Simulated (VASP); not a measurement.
# BN (F-43m) in VASP: a series of runs, part 2 of 2

VASP 6.6.1.

## 3. Single point, PBEsol+D3(BJ)

This run uses another cell than the first one, of 5.96 Å³/atom, 0.982 times its volume.

INCAR reads:

```
SYSTEM = BN
PREC = Accurate
ENCUT = 600
EDIFF = 1E-6
ISMEAR = 0
SIGMA = 0.1
LREAL = .False.
LASPH = .True.
NELM = 120
ALGO = Normal
ISIF = 2
LWAVE = .False.
LCHARG = .False.
GGA = PS
IVDW = 12
NBANDS = 11
GGA_COMPAT = .False.
```

KPOINTS reads:

```
Automatic mesh
0
Gamma
  4 4 4
  0 0 0
```

POSCAR reads:

```
BN
1.0
    0.0000000000      1.8130010000      1.8130010000
    1.8130010000      0.0000000000      1.8130010000
    1.8130010000      1.8130010000      0.0000000000
B N
1 1
Direct
    0.0000000000      0.0000000000      0.0000000000
    0.7500000000      0.7500000000      0.7500000000
```

Potentials or basis: VASP PAW PBE potentials, release 64 (B, N).

Command:

```bash
> cat potpaw_PBE.64/B/POTCAR potpaw_PBE.64/N/POTCAR > POTCAR
> mpirun -np 1 vasp_std > vasp.out
```

OUTCAR:

```text
SYSTEM = BN
   PREC = Accurate
   ENCUT = 600
   EDIFF = 1E-6
   ISMEAR = 0
   LREAL = .False.
   LASPH = .True.
   NELM = 120
   ISIF = 2
   GGA = PS
   IVDW = 12
 IVDW          = 12

 ion  position               nearest neighbor table
   1  0.000  0.000  0.000-   2 1.57   2 1.57   2 1.57   2 1.57
   2  0.750  0.750  0.750-   1 1.57   1 1.57   1 1.57   1 1.57

  LATTYP: Found a face centered cubic cell.
 ALAT       =     3.6260020000

  Lattice vectors:

 A1 = (   0.0000000000,   1.8130010000,   1.8130010000)
 A2 = (   1.8130010000,   0.0000000000,   1.8130010000)
 A3 = (   1.8130010000,   1.8130010000,   0.0000000000)

Analysis of symmetry for initial positions (statically):
=====================================================================
 Subroutine PRICEL returns:
 Original cell was already a primitive cell.

 Routine SETGRP: Setting up the symmetry group for a
 face centered cubic supercell.

 Subroutine GETGRP returns: Found 24 space group operations
 (whereof 24 operations were pure point group operations)
 out of a pool of 48 trial point group operations.

The static configuration has the point symmetry T_d .

Analysis of symmetry for dynamics (positions and initial velocities):
=====================================================================
 Subroutine PRICEL returns:
 Original cell was already a primitive cell.

 Routine SETGRP: Setting up the symmetry group for a
 face centered cubic supercell.

 Subroutine GETGRP returns: Found 24 space group operations
 (whereof 24 operations were pure point group operations)
 out of a pool of 48 trial point group operations.

The dynamic configuration has the point symmetry T_d .

 Subroutine INISYM returns: Found 24 space group operations
 (whereof 24 operations are pure point group operations),
 and found     1 'primitive' translations

[... 101 lines left out ...]
   LORBIT       =      0    0 simple, 1 ext, 2 COOP (PROOUT), +10 PAW based schemes
   GGA     = PS    functional components
   LHFCALC =     F    Hartree Fock is set to
   AEXX    =    0.0000 exact exchange contribution
   IVDW    =    12    specifies the selected vdW correction
   LEPSILON=     F    determine dielectric tensor
   LRPA    =     F    only Hartree local field effects (RPA)
 non-spin polarized calculation
 Gauss-broadening in eV      SIGMA  =   0.10
  energy-cutoff  :      600.00
  volume of cell :       11.92
 maximum number of plane-waves:       415
   NGX = 11   NGY = 11   NGZ = 11

 number of electron       7.9999999 magnetization

 Free energy of the ion-electron system (eV)
  ---------------------------------------------------
  ext. energy  EPLUGINS =         0.00000000
  ---------------------------------------------------
  free energy    TOTEN  =       -18.27116381 eV

  energy without entropy =      -18.27116381  energy(sigma->0) =      -18.27116381

 E-fermi :   7.7901     XC(G=0): -12.9639

 val. band max:        7.2865033535   @ k =   0.0000   0.0000   0.0000
 cond. band min:      11.5261305131   @ k =   0.5000   0.5000   0.0000
 fundamental gap:      4.2396271596
 Fermi energy:         7.7900846671

 k-point     1 :       0.0000    0.0000    0.0000
  band No.  band energies     occupation
      1     -12.8784      2.00000
      2       7.2865      2.00000
      3       7.2865      2.00000
      4       7.2865      2.00000
      5      15.9763      0.00000
      6      15.9763      0.00000
      7      15.9763      0.00000
      8      17.3977      0.00000
      9      31.5958      0.00000
     10      34.8327      0.00000
     11      34.8327      0.00000
[... 85 lines left out ...]
 k-point     8 :      -0.2500    0.5000    0.2500
  band No.  band energies     occupation
      1      -6.9605      2.00000
      2      -0.2887      2.00000
      3       0.2909      2.00000
      4       0.7445      2.00000
      5      16.6685      0.00000
      6      20.4107      0.00000
      7      21.5303      0.00000
      8      21.7867      0.00000
      9      26.3165      0.00000
     10      32.5919      0.00000
     11      36.4322      0.00000

------------------------ aborting loop because EDIFF is reached ----------------------------------------

 Edisp (eV)   -0.28519

 E8    (eV) :    -0.1413

  FORCE on cell =-STRESS in cart. coord.  units (eV):
  Direction    XX          YY          ZZ          XY          YZ          ZX
  --------------------------------------------------------------------------------------
  -------------------------------------------------------------------------------------
  Total      -0.68910    -0.68910    -0.68910     0.00000     0.00000     0.00000
  in kB     -92.63424   -92.63424   -92.63424     0.00000     0.00000     0.00000
  external pressure =      -92.63 kB  Pullay stress =        0.00 kB

 VOLUME and BASIS-vectors are now :
 -----------------------------------------------------------------------------
  energy-cutoff  :      600.00
  volume of cell :       11.92
      direct lattice vectors                 reciprocal lattice vectors
     0.000000000  1.813001000  1.813001000    -0.275785838  0.275785838  0.275785838
     1.813001000  0.000000000  1.813001000     0.275785838 -0.275785838  0.275785838
     1.813001000  1.813001000  0.000000000     0.275785838  0.275785838 -0.275785838

 POSITION                                       TOTAL-FORCE (eV/Angst)
 -----------------------------------------------------------------------------------
      0.00000      0.00000      0.00000         0.000000      0.000000     -0.000000
      2.71950      2.71950      2.71950        -0.000000     -0.000000      0.000000
 -----------------------------------------------------------------------------------
    total drift:                               -0.000000     -0.000000     -0.000000

  FREE ENERGIE OF THE ION-ELECTRON SYSTEM (eV)
  ---------------------------------------------------
  free  energy   TOTEN  =       -18.5563579149 eV

  energy  without entropy=      -18.5563579149  energy(sigma->0) =      -18.55635791
```

OSZICAR:

```text
N       E                     dE             d eps       ncg     rms          rms(c)
DAV:   1     0.126018797106E+02    0.12602E+02   -0.54569E+03   176   0.827E+02
DAV:   2    -0.186322954268E+02   -0.31234E+02   -0.30515E+02   208   0.190E+02
DAV:   3    -0.192303253904E+02   -0.59803E+00   -0.59769E+00   209   0.212E+01
DAV:   4    -0.192309706208E+02   -0.64523E-03   -0.64522E-03   191   0.794E-01
DAV:   5    -0.192309713760E+02   -0.75513E-06   -0.75521E-06   203   0.255E-02    0.654E+00
DAV:   6    -0.183747820214E+02    0.85619E+00   -0.27234E+00   182   0.996E+00    0.322E+00
DAV:   7    -0.182917083269E+02    0.83074E-01   -0.10097E-01   197   0.257E+00    0.186E+00
DAV:   8    -0.182711363235E+02    0.20572E-01   -0.33674E-02   188   0.127E+00    0.175E-01
DAV:   9    -0.182711376216E+02   -0.12982E-05   -0.88727E-04   194   0.255E-01    0.794E-02
DAV:  10    -0.182711616847E+02   -0.24063E-04   -0.70890E-05   179   0.799E-02    0.134E-02
DAV:  11    -0.182711637279E+02   -0.20432E-05   -0.44305E-06   200   0.166E-02    0.833E-03
DAV:  12    -0.182711638082E+02   -0.80308E-07   -0.10133E-06   106   0.718E-03
   1 F= -.18556358E+02 E0= -.18556358E+02  d E =-.256385E-13
```

Wall time 3.3 s (1 thread of AMD EPYC 7R13, shared host); peak memory 0.1 GiB.

What came out:

- Free energy: -18.5564 eV
- Pressure: -9.3 GPa
- Band gap on the k mesh: 4.24 eV, indirect (least direct gap 8.69 eV)
- Dispersion energy per atom: -0.143 eV

Levels at points of the mesh, in eV from the valence-band top:
```
           k point  band 1  band 2  band 3  band 4  band 5  band 6  band 7  band 8  band 9
(0.00, 0.00, 0.00)  -20.16    0.00    0.00    0.00    8.69    8.69    8.69   10.11   24.31
(0.50, 0.00, 0.00)  -15.93  -10.72   -1.94   -1.94    9.96   10.55   10.55   14.97   23.03
(0.50, 0.50, 0.00)  -14.57   -8.92   -4.91   -4.91    4.24    9.01   17.73   17.73   20.46
```

Caveat: the k points lie up to 0.75 Å⁻¹ apart; three body term missing; the PAW data sets were made with another functional, which shifts forces and pressure a little.
